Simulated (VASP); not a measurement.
A run of VASP 6.6.1 is set up as follows.

INCAR

```
ALGO     = Normal         # electronic algorithm
EDIFF    = 1E-7           # SCF threshold, eV
ENCUT    = 520            # plane-wave cutoff, eV
ISIF     = 2              # what is computed and relaxed
ISMEAR   = 0              # smearing method
LASPH    = T              # aspherical terms in the spheres
LCHARG   = F              # write CHGCAR
LREAL    = F              # projectors in reciprocal space
LWAVE    = F              # write WAVECAR
NBANDS   = 11             # bands
NELM     = 100            # most SCF steps
PREC     = Accurate       # precision mode
SIGMA    = 0.05           # smearing width, eV
```

Contents of KPOINTS:

```
k-points
0
Gamma
  12 12 12
```

File POSCAR:

```
BN
1.0
    0.0000000000      2.0351272637      1.4388349754
    2.0351272637      0.0000000000      1.4388349754
    2.0351272637      2.0351272637      0.0000000000
B N
1 1
Direct
    0.0000000000      0.0000000000      0.0000000000
    0.7500000000      0.7500000000      0.7500000000
```

Potentials or basis: VASP PAW LDA potentials, release 64 (B, N).

Command:

```console
$ cat potpaw_LDA.64/B/POTCAR potpaw_LDA.64/N/POTCAR > POTCAR
$ mpirun -np 1 vasp_std > vasp.out
```

(1) Estimate the pressure.

(2) What does it give for the band gap on the k mesh?

Answers

(1) -17.2 GPa.

(2) 0.61 eV, indirect (least direct gap 6.04 eV).
